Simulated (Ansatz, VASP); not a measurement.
# One calculation of PbS, two programs

```xyz
2
Lattice="0.0000 2.6934 2.6934 2.6934 0.0000 2.6934 2.6934 2.6934 0.0000" Properties=species:S:1:pos:R:3 pbc="T T T"
Pb    0.0000    0.0000    0.0000
S     2.6934    2.6934    2.6934
```

Alike in both runs: task relaxation of cell and atoms; functional PBE; k mesh 13 × 13 × 13; occupations fermi-dirac, width 0.08 eV; no spin polarisation.

|  | VASP | Ansatz |
| --- | --- | --- |
| version | VASP 6.6.1 | Ansatz 0.2.0 |
| potentials or method | VASP PAW PBE potentials, release 64 (Pb_d, S) | PAW with Ansatz's default frozen-core files, scalar-relativistic |
| plane-wave cutoff (eV) | 600 | 420 |
| valence electrons in the cell | 20 | 20 |

```csv
,VASP,Ansatz,Ansatz less VASP
relaxed volume (Å³/atom),27.09,27.11,+0.023
relaxed cell length with the largest relative difference (Å),4.247,4.249,+0.0012
```

Neither program's run includes spin-orbit coupling. Noted on VASP's run: the volume moved by over 15 % at a fixed basis, so the end points are rough.
